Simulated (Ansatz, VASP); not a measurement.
## One calculation of SiO2, two programs

INCAR

```
  ALGO = Normal
  EDIFF = 1E-7
  ENCUT = 520
  GGA = RP
  ISIF = 2
  ISMEAR = 0
  LASPH = True
  LCHARG = True
  LELF = True
  LREAL = False
  LVHAR = True
  LWAVE = False
  NBANDS = 25
  NELM = 60
  PREC = Accurate
  SIGMA = 0.1
```

The input KPOINTS:

```
k-points
0
Gamma
  4 4 6
```

Contents of POSCAR:

```
SiO2
1.0
    4.1865000000      0.0000000000      0.0000000000
    0.0000000000      4.1865000000      0.0000000000
    0.0000000000      0.0000000000      2.6684000000
Si O
2 4
Direct
    0.0000000000      0.0000000000      0.0000000000
    0.5000000000      0.5000000000      0.5000000000
    0.3059000000      0.3059000000      0.0000000000
    0.1941000000      0.8059000000      0.5000000000
    0.6941000000      0.6941000000      0.0000000000
    0.8059000000      0.1941000000      0.5000000000
```

Input for Ansatz:

```yaml
crystal:
  lattice:
    - [4.1865, 0.0, 0.0]
    - [0.0, 4.1865, 0.0]
    - [0.0, 0.0, 2.6684]
  atoms:
    - { symbol: Si, position: [0.0, 0.0, 0.0] }
    - { symbol: Si, position: [0.5, 0.5, 0.5] }
    - { symbol: O, position: [0.3059, 0.3059, 0.0] }
    - { symbol: O, position: [0.1941, 0.8059, 0.5] }
    - { symbol: O, position: [0.6941, 0.6941, 0.0] }
    - { symbol: O, position: [0.8059, 0.1941, 0.5] }
basis:
  ecutwfc: 420
kpoints:
  mp_grid: { grid: [4, 4, 6] }
hamiltonian:
  xc: rpbe
  pseudopotentials: { kind: paw, azcp: { folder: soft_1 } }
scf:
  occupations: { method: gaussian, width: 0.1 }
output:
  forces: true
  stress: true
  eigenvalues: true
```

Alike in both runs: task single point; functional RPBE; k mesh 4 × 4 × 6; occupations gaussian, width 0.1 eV; no spin polarisation.

|  | VASP | Ansatz |
| --- | --- | --- |
| version | VASP 6.6.1 | Ansatz 0.2.0 |
| potentials or method | VASP PAW PBE potentials, release 64 (Si, O), cutoff 520 eV | scalar-relativistic, plane waves, PAW |
| valence electrons in the cell | 32 | 32 |

|  | VASP | Ansatz | Ansatz less VASP |
| --- | --- | --- | --- |
| gap on the k mesh at the Fermi level (eV) | 5.61 | 5.62 | +0.014 |
| least direct gap on the mesh (eV) | 5.61 | 5.62 | +0.014 |
| pressure (GPa) | 14.5 | 15.0 | +0.56 |
| traceless stress, the component that is largest in VASP (GPa) | 1.24 | 0.97 | -0.268 |
| rms of the force components (eV/Å) | 0.042 | 0.039 | -0.0028 |

VASP's potentials were made for PBE, not for RPBE. Atom by atom the forces differ by 0.003 eV/Å (rms over components).
